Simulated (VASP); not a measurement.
# Li (Fm-3m) in VASP: notebook

Runs on Li. Level: r2SCAN. Tasks: single point.

All numbers are computed with VASP 6.6.1; they aren't measurements. Logs are shortened: lines on timing, memory, paths and dates and some standing lists are left out, and cuts for length are marked.

## Step 1: The cell of the first run

Symmetry: Fm-3m, No. 225, cubic system. Conventional cell: a = 4.272 Å, b = 4.272 Å, c = 4.272 Å, α = 90.00°, β = 90.00°, γ = 90.00°. Within 4.0 Å of Li (site symmetry m-3m) lie 12 Li at 3.02 Å.

This isn't the form of Li at room conditions, which is bcc.

## Step 2: Single point, r2SCAN (strain -0.030 along x and y, -0.030 along z)

POSCAR

```
Li
1.0
    0.0000000000      2.1359400000      2.1359400000
    2.1359400000      0.0000000000      2.1359400000
    2.1359400000      2.1359400000      0.0000000000
Li
1
Direct
    0.0000000000      0.0000000000      0.0000000000
```

INCAR.step1

```
ALGO = Normal
EDIFF = 1E-5
ENCUT = 830
GGA = PE
GGA_COMPAT = False
ISMEAR = 0
LASPH = True
LCHARG = False
LREAL = False
LWAVE = True
NBANDS = 8
NELM = 120
PREC = Accurate
SIGMA = 0.15
```

INCAR.step2

```
ALGO = Normal
EDIFF = 1E-6
ENCUT = 830
GGA_COMPAT = False
ISIF = 2
ISMEAR = 0
ISTART = 1
LASPH = True
LCHARG = False
LMIXTAU = True
LREAL = False
LWAVE = False
METAGGA = R2SCAN
NBANDS = 8
NELM = 120
PREC = Accurate
SIGMA = 0.15
```

KPOINTS

```
k-points
0
Gamma
  18 18 18
```

Potentials or basis: VASP PAW PBE potentials, release 64 (Li_sv).

Command:

```sh
$ cat potpaw_PBE.64/Li_sv/POTCAR > POTCAR
$ cp INCAR.step1 INCAR
$ mpirun -np 1 vasp_std > vasp.out
$ cp INCAR.step2 INCAR
$ mpirun -np 1 vasp_std > vasp.out
```

OUTCAR:

```text
EDIFF = 1E-6
   ENCUT = 830
   ISIF = 2
   ISMEAR = 0
   ISTART = 1
   LASPH = True
   LREAL = False
   METAGGA = R2SCAN
   NELM = 120
   PREC = Accurate

 ion  position               nearest neighbor table
   1  0.000  0.000  0.000-

  LATTYP: Found a face centered cubic cell.
 ALAT       =     4.2718800000

  Lattice vectors:

 A1 = (   0.0000000000,   2.1359400000,   2.1359400000)
 A2 = (   2.1359400000,   0.0000000000,   2.1359400000)
 A3 = (   2.1359400000,   2.1359400000,   0.0000000000)

Analysis of symmetry for initial positions (statically):
=====================================================================
 Subroutine PRICEL returns:
 Original cell was already a primitive cell.

 Routine SETGRP: Setting up the symmetry group for a
 face centered cubic supercell.

 Subroutine GETGRP returns: Found 48 space group operations
 (whereof 48 operations were pure point group operations)
 out of a pool of 48 trial point group operations.

The static configuration has the point symmetry O_h .

Analysis of symmetry for dynamics (positions and initial velocities):
=====================================================================
 Subroutine PRICEL returns:
 Original cell was already a primitive cell.

 Routine SETGRP: Setting up the symmetry group for a
 face centered cubic supercell.

 Subroutine GETGRP returns: Found 48 space group operations
 (whereof 48 operations were pure point group operations)
 out of a pool of 48 trial point group operations.

The dynamic configuration has the point symmetry O_h .

 Subroutine INISYM returns: Found 48 space group operations
 (whereof 48 operations are pure point group operations),
 and found     1 'primitive' translations

----------------------------------------------------------------------------------------

                                     Primitive cell

  volume of cell :      19.4893

  direct lattice vectors                    reciprocal lattice vectors
     0.000000000  2.135940000  2.135940000    -0.234088973  0.234088973  0.234088973
     2.135940000  0.000000000  2.135940000     0.234088973 -0.234088973  0.234088973
     2.135940000  2.135940000  0.000000000     0.234088973  0.234088973 -0.234088973

  length of vectors
     3.020675316  3.020675316  3.020675316     0.405453994  0.405453994  0.405453994

  position of ions in fractional coordinates (direct lattice)
     0.000000000  0.000000000  0.000000000

  ion indices of the primitive-cell ions
   primitive index   ion index
                 1           1

----------------------------------------------------------------------------------------

 KPOINTS: k-points

Automatic generation of k-mesh.
 Grid dimensions read from file:
 generate k-points for:   18   18   18

 Generating k-lattice:

  Cartesian coordinates                     Fractional coordinates (reciprocal lattice)
    -0.013004943  0.013004943  0.013004943     0.055555556  0.000000000  0.000000000
     0.013004943 -0.013004943  0.013004943     0.000000000  0.055555556  0.000000000
     0.013004943  0.013004943 -0.013004943     0.000000000  0.000000000  0.055555556

  Length of vectors
     0.022525222  0.022525222  0.022525222

  Shift w.r.t. Gamma in fractional coordinates (k-lattice)
     0.000000000  0.000000000  0.000000000

 Subroutine IBZKPT returns following result:
 ===========================================

 Found    195 irreducible k-points:

 Following reciprocal coordinates:
            Coordinates               Weight
  0.000000  0.000000  0.000000      1.000000
  0.055556  0.000000  0.000000      8.000000
  0.111111  0.000000  0.000000      8.000000
  0.166667  0.000000  0.000000      8.000000
  0.222222  0.000000  0.000000      8.000000
  0.277778  0.000000  0.000000      8.000000
[... 16 lines left out ...]
 -0.277778  0.055556  0.000000     24.000000
 -0.222222  0.055556  0.000000     24.000000
 [... further k-points ...]
   k-points           NKPTS =    195   k-points in BZ     NKDIM =    195   number of bands    NBANDS=      8
   number of dos      NEDOS =    301   number of ions     NIONS =      1
   total plane-waves  NPLWV =  21952
   dimension x,y,z NGX =    28 NGY =   28 NGZ =   28
   dimension x,y,z NGXF=    56 NGYF=   56 NGZF=   56
   ions per type =               1
   NGX,Y,Z   is equivalent  to a cutoff of  15.41, 15.41, 15.41 a.u.
   NGXF,Y,Z  is equivalent  to a cutoff of  30.82, 30.82, 30.82 a.u.
 SYSTEM =  unknown system
   PREC   = accura    normal or accurate (medium, high low for compatibility)
   ISTART =      1    job   : 0-new  1-cont  2-samecut
   ICHARG =      0    charge: 1-file 2-atom 10-const
   ISPIN  =      1    spin polarized calculation?
   LNONCOLLINEAR =      F non collinear calculations
   LSORBIT =      F    spin-orbit coupling
   LASPH  =      T    aspherical Exc in radial PAW
   ENCUT  =  830.0 eV  61.00 Ry    7.81 a.u.   7.10  7.10  7.10*2*pi/ulx,y,z
   NELM   =    120;   NELMIN=  2; NELMDL=  0     # of ELM steps
   EDIFF  = 0.1E-05   stopping-criterion for ELM
   LREAL  =      F    real-space projection
   EDIFFG = 0.1E-04   stopping-criterion for IOM
   NSW    =      0    number of steps for IOM
   IBRION =     -1    ionic relax: 0-MD 1-quasi-New 2-CG
   NFREE  =      0    steps in history (QN), initial steepest desc. (CG)
   ISIF   =      2    stress and relaxation
   ISYM   =      2    0-nonsym 1-usesym 2-fastsym
   POTIM  = 0.5000    time-step for ionic-motion
   TEBEG  =    0.0;   TEEND  =   0.0 temperature during run
   PSTRESS=    0.0 pullay stress
   NELECT =       3.0000    total number of electrons
   NUPDOWN=      -1.0000    fix difference up-down
   EMIN   =  10.00;   EMAX   =-10.00  energy-range for DOS
   EFERMI =   0.00;   METHOD = LEGACY
   ISMEAR =     0;   SIGMA  =   0.15  broadening in eV -4-tet -1-fermi 0-gaus
   EFERMI_NEDOS =   21; number of points for ismear=-14 and -15
   IALGO  =     38    algorithm
   IMIX   =      4    mixing-type and parameters
     AMIX     =   0.40;   BMIX     =  1.00
     AMIX_MAG =   1.60;   BMIX_MAG =  1.00
  volume/ion in A,a.u.               =      19.49       131.52
  Fermi-wavevector in a.u.,A,eV,Ry     =   0.877370  1.657989 10.473471  0.769778
  Thomas-Fermi vector in A             =   1.997309
   LORBIT       =      0    0 simple, 1 ext, 2 COOP (PROOUT), +10 PAW based schemes
   METAGGA = R2SCAN    functional components
   LHFCALC =     F    Hartree Fock is set to
   AEXX    =    0.0000 exact exchange contribution
   IVDW    =     0    specifies the selected vdW correction
   LEPSILON=     F    determine dielectric tensor
   LRPA    =     F    only Hartree local field effects (RPA)
 non-spin polarized calculation
 Gauss-broadening in eV      SIGMA  =   0.15
  energy-cutoff  :      830.00
  volume of cell :       19.49
 maximum number of plane-waves:      1073
   NGX = 15   NGY = 15   NGZ = 15

 number of electron       3.0000001 magnetization

 Free energy of the ion-electron system (eV)
  ---------------------------------------------------
  ext. energy  EPLUGINS =         0.00000000
  ---------------------------------------------------
  free energy    TOTEN  =        -2.38487818 eV

  energy without entropy =       -2.38092577  energy(sigma->0) =       -2.38290198

 E-fermi :   0.7511     XC(G=0):  -7.5479

 val. band max:        0.7458208678   @ k =   0.5000   0.0556   0.0000
 cond. band min:       0.8129670677   @ k =   0.5000   0.3333   0.1111
 fundamental gap:      0.0671461999
 Fermi energy:         0.7510632575

 k-point     1 :       0.0000    0.0000    0.0000
  band No.  band energies     occupation
      1     -47.2457      2.00000
      2      -3.1959      2.00000
      3      17.1522      0.00000
      4      17.1522      0.00000
      5      17.1522      0.00000
      6      20.5926      0.00000
      7      20.5926      0.00000
      8      20.5926      0.00000

 k-point     2 :       0.0556    0.0000    0.0000
  band No.  band energies     occupation
      1     -47.2451      2.00000
      2      -3.1347      2.00000
      3      16.3078      0.00000
      4      16.9709      0.00000
      5      16.9709      0.00000
      6      20.0994      0.00000
      7      20.8896      0.00000
      8      20.8896      0.00000

 k-point     3 :       0.1111    0.0000    0.0000
  band No.  band energies     occupation
      1     -47.2431      2.00000
      2      -2.9514      2.00000
      3      14.4994      0.00000
      4      16.5697      0.00000
      5      16.5697      0.00000
      6      20.0401      0.00000
      7      21.5815      0.00000
      8      21.5815      0.00000

 k-point     4 :       0.1667    0.0000    0.0000
  band No.  band energies     occupation
      1     -47.2402      2.00000
      2      -2.6461      2.00000
      3      12.5039      0.00000
      4      16.1388      0.00000
      5      16.1388      0.00000
      6      20.2502      0.00000
      7      22.1110      0.00000
      8      22.1110      0.00000

 k-point     5 :       0.2222    0.0000    0.0000
  band No.  band energies     occupation
      1     -47.2365      2.00000
      2      -2.2201      2.00000
      3      10.5588      0.00000
      4      15.7681      0.00000
      5      15.7681      0.00000
      6      20.4803      0.00000
      7      21.6763      0.00000
      8      21.6763      0.00000
[... 177 lines left out ...]
 k-point    22 :      -0.3333    0.0556    0.0000
  band No.  band energies     occupation
      1     -47.2275      2.00000
      2      -0.7338      2.00000
      3       6.5977      0.00000
      4      14.2438      0.00000
      5      15.6984      0.00000
      6      18.9449      0.00000
      7      19.4438      0.00000
      8      21.9264      0.00000

 k-point    23 :      -0.2778    0.0556    0.0000
  band No.  band energies     occupation
      1     -47.2310      2.00000
      2      -1.4145      2.00000
      3       8.1910      0.00000
      4      14.3060      0.00000
      5      16.0628      0.00000
      6      19.6150      0.00000
      7      20.0000      0.00000
      8      21.9765      0.00000

 k-point    24 :      -0.2222    0.0556    0.0000
  band No.  band energies     occupation
      1     -47.2348      2.00000
      2      -1.9960      2.00000
      3       9.9556      0.00000
      4      14.4986      0.00000
      5      16.4344      0.00000
      6      20.2023      0.00000
      7      20.7644      0.00000
      8      21.8087      0.00000

 [... further k-points ...]

------------------------ aborting loop because EDIFF is reached ----------------------------------------

  FORCE on cell =-STRESS in cart. coord.  units (eV):
  Direction    XX          YY          ZZ          XY          YZ          ZX
  --------------------------------------------------------------------------------------
  -------------------------------------------------------------------------------------
  Total        0.0724841      0.0724841      0.0724841     -0.0000000     -0.0000000     -0.0000000
  in kB        5.9587626      5.9587626      5.9587626     -0.0000000     -0.0000000     -0.0000000
  external PRESSURE =       5.9587626 kB  Pullay stress =       0.0000000 kB

 VOLUME and BASIS-vectors are now :
 -----------------------------------------------------------------------------
  energy-cutoff  :      830.00
  volume of cell :       19.49
      direct lattice vectors                 reciprocal lattice vectors
     0.000000000  2.135940000  2.135940000    -0.234088973  0.234088973  0.234088973
     2.135940000  0.000000000  2.135940000     0.234088973 -0.234088973  0.234088973
     2.135940000  2.135940000  0.000000000     0.234088973  0.234088973 -0.234088973

 POSITION                                       TOTAL-FORCE (eV/Angst)
 -----------------------------------------------------------------------------------
      0.00000      0.00000      0.00000         0.000000     -0.000000      0.000000
 -----------------------------------------------------------------------------------
    total drift:                               -0.000000     -0.000000     -0.000000

  FREE ENERGIE OF THE ION-ELECTRON SYSTEM (eV)
  ---------------------------------------------------
  free  energy   TOTEN  =        -2.3848781823 eV

  energy  without entropy=       -2.3809257744  energy(sigma->0) =       -2.38290198
```

Wall time 7.1 min (1 thread of AMD EPYC 7R13, shared host); peak memory 0.16 GiB.

What came out:

```yaml
Free_energy: -2.3849 eV
Pressure: 0.6 GPa
Band_gap_on_the_k_mesh: zero (an odd number of electrons rules out a gap without spin polarisation)
```

Levels at points of the mesh, in eV from the Fermi level:
```
           k point  band 1  band 2  band 3  band 4  band 5
(0.00, 0.00, 0.00)  -48.00   -3.95   16.40   16.40   16.40
(0.50, 0.00, 0.00)  -47.97   -0.03    3.27   14.40   14.40
(0.50, 0.50, 0.00)  -47.97    1.71    5.16    9.52    9.52
```

Caveat: the cell differs from its parent crystal (strain -0.030 along x and y, -0.030 along z); the PAW data sets were made with another functional, which shifts forces and pressure a little.

## Step 3: Single point, r2SCAN (strain -0.015 along x and y, -0.015 along z)

POSCAR

```
Li
1.0
    0.0000000000      2.1689700000      2.1689700000
    2.1689700000      0.0000000000      2.1689700000
    2.1689700000      2.1689700000      0.0000000000
Li
1
Direct
    0.0000000000      0.0000000000      0.0000000000
```

INCAR.step1

```
  PREC = Accurate
  ENCUT = 830
  ISMEAR = 0
  SIGMA = 0.15
  LREAL = False
  LASPH = True
  NELM = 120
  NBANDS = 8
  GGA = PE
  ALGO = Normal
  EDIFF = 1E-5
  LWAVE = True
  LCHARG = False
  GGA_COMPAT = False
```

INCAR.step2

```
  PREC = Accurate
  ENCUT = 830
  EDIFF = 1E-6
  ISMEAR = 0
  SIGMA = 0.15
  LREAL = False
  LASPH = True
  NELM = 120
  ALGO = Normal
  ISIF = 2
  LWAVE = False
  LCHARG = False
  METAGGA = R2SCAN
  LMIXTAU = True
  NBANDS = 8
  ISTART = 1
  GGA_COMPAT = False
```

KPOINTS

```
Automatic mesh
0
Gamma
  18 18 18
```

Potentials or basis: VASP PAW PBE potentials, release 64 (Li_sv).

Command:

```sh
$ cat potpaw_PBE.64/Li_sv/POTCAR > POTCAR
$ cp INCAR.step1 INCAR
$ mpirun -np 1 vasp_std > vasp.out
$ cp INCAR.step2 INCAR
$ mpirun -np 1 vasp_std > vasp.out
```

It took 7.9 min on 1 thread of AMD EPYC 7R13, shared host; peak memory 0.17 GiB.

It converged, with:

```
Free energy            : -2.3885 eV
Pressure               : 0.0 GPa
Band gap on the k mesh : zero (an odd number of electrons rules out a gap without spin polarisation)
```

Levels at points of the mesh, in eV from the Fermi level:
| k point | band 1 | band 2 | band 3 | band 4 | band 5 |
| --- | --- | --- | --- | --- | --- |
| (0.00, 0.00, 0.00) | -48.07 | -3.88 | 15.89 | 15.89 | 15.89 |
| (0.50, 0.00, 0.00) | -48.05 | -0.01 | 3.11 | 13.95 | 13.95 |
| (0.50, 0.50, 0.00) | -48.05 | 1.67 | 4.99 | 9.24 | 9.24 |

Caveat: the cell differs from its parent crystal (strain -0.015 along x and y, -0.015 along z); the PAW data sets were made with another functional, which shifts forces and pressure a little.

## Step 4: Single point, r2SCAN (strain +0.015 along x and y, +0.015 along z)

POSCAR

```
Li
1.0
    0.0000000000      2.2350300000      2.2350300000
    2.2350300000      0.0000000000      2.2350300000
    2.2350300000      2.2350300000      0.0000000000
Li
1
Direct
    0.0000000000      0.0000000000      0.0000000000
```

INCAR.step1

```
SYSTEM = Li
ALGO     = Normal         ! electronic algorithm
EDIFF    = 1E-5           ! SCF threshold, eV
ENCUT    = 830            ! plane-wave cutoff, eV
GGA      = PE             ! functional
GGA_COMPAT= .False.      
ISMEAR   = 0              ! smearing method
LASPH    = .True.         ! aspherical terms in the spheres
LCHARG   = .False.        ! write CHGCAR
LREAL    = .False.        ! projectors in reciprocal space
LWAVE    = .True.         ! write WAVECAR
NBANDS   = 8              ! bands
NELM     = 120            ! most SCF steps
PREC     = Accurate       ! precision mode
SIGMA    = 0.15           ! smearing width, eV
```

INCAR.step2

```
SYSTEM = Li
ALGO     = Normal         ! electronic algorithm
EDIFF    = 1E-6           ! SCF threshold, eV
ENCUT    = 830            ! plane-wave cutoff, eV
GGA_COMPAT= .False.      
ISIF     = 2              ! what is computed and relaxed
ISMEAR   = 0              ! smearing method
ISTART   = 1            
LASPH    = .True.         ! aspherical terms in the spheres
LCHARG   = .False.        ! write CHGCAR
LMIXTAU  = .True.       
LREAL    = .False.        ! projectors in reciprocal space
LWAVE    = .False.        ! write WAVECAR
METAGGA  = R2SCAN         ! meta-GGA
NBANDS   = 8              ! bands
NELM     = 120            ! most SCF steps
PREC     = Accurate       ! precision mode
SIGMA    = 0.15           ! smearing width, eV
```

KPOINTS

```
k-points
0
Gamma
  18 18 18
  0 0 0
```

Command:

```sh
$ cat potpaw_PBE.64/Li_sv/POTCAR > POTCAR
$ cp INCAR.step1 INCAR
$ mpirun -np 1 vasp_std > vasp.out
$ cp INCAR.step2 INCAR
$ mpirun -np 1 vasp_std > vasp.out
```

It took 9.6 min on 1 thread of AMD EPYC 7R13, shared host; peak memory 0.17 GiB.

Results (log left out):

* Free energy: -2.3858 eV
* Pressure: -0.9 GPa
* Band gap on the k mesh: zero (an odd number of electrons rules out a gap without spin polarisation)

Levels at points of the mesh, in eV from the Fermi level:
| k point | band 1 | band 2 | band 3 | band 4 | band 5 | band 6 | band 7 |
| --- | --- | --- | --- | --- | --- | --- | --- |
| (0.00, 0.00, 0.00) | -48.33 | -3.72 | 14.97 | 14.97 | 14.97 | 18.21 | 18.21 |
| (0.50, 0.00, 0.00) | -48.32 | 0.01 | 2.87 | 13.14 | 13.14 | 16.58 | 16.58 |
| (0.50, 0.50, 0.00) | -48.31 | 1.59 | 4.69 | 8.71 | 8.71 | 10.60 | 15.63 |

Caveat: the cell differs from its parent crystal (strain +0.015 along x and y, +0.015 along z); the PAW data sets were made with another functional, which shifts forces and pressure a little.

## Step 5: Summary

```csv
cell,gap on the mesh (eV),pressure (GPa)
"a = 3.021 Å, angles 60.0°, 1 atom",none,0.6
"a = 3.067 Å, angles 60.0°, 1 atom",none,0.0
"a = 3.161 Å, angles 60.0°, 1 atom",none,-0.9
```

Alike in all rows: task single point; level r2SCAN; potentials or basis VASP PAW PBE potentials, release 64 (Li_sv); no spin polarisation; k mesh 18 × 18 × 18; cutoff (eV) 830; smearing gaussian 0.15 eV.

Caveats: the PAW data sets were made with another functional, which shifts forces and pressure a little.

Total energies depend on the potentials used, so only differences within one code and one set of settings carry meaning.

The gap in the log of VASP goes by the Fermi energy; the results here count the filled bands.